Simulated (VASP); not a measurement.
The system is InAs.

```
CELL_PARAMETERS angstrom
0.00000 3.02400 3.02400
3.02400 0.00000 3.02400
3.02400 3.02400 0.00000
ATOMIC_POSITIONS crystal
In 0.00000 0.00000 0.00000
As 0.75000 0.75000 0.75000
```

Program: VASP 6.6.1. Alike in all runs: task single point; no spin polarisation; cell as given; k mesh 6 × 6 × 6; cutoff (eV) 520; smearing gaussian 0.05 eV.

Order these runs on this cell by their pressure, lowest first.
A. level LDA; potentials or basis VASP PAW LDA potentials, release 64 (In_d, As)
B. level r2SCAN+rVV10; potentials or basis VASP PAW PBE potentials, release 64 (In_d, As)
C. level PBE; potentials or basis VASP PAW PBE potentials, release 64 (In_d, As)
D. level RPBE; potentials or basis VASP PAW PBE potentials, release 64 (In_d, As)
E. level BLYP; potentials or basis VASP PAW PBE potentials, release 64 (In_d, As)

A (-0.4 GPa), B (1.2 GPa), C (4.0 GPa), D (5.8 GPa), E (7.3 GPa).

Caveats: the PAW data sets were made with another functional, which shifts forces and pressure a little (some runs).
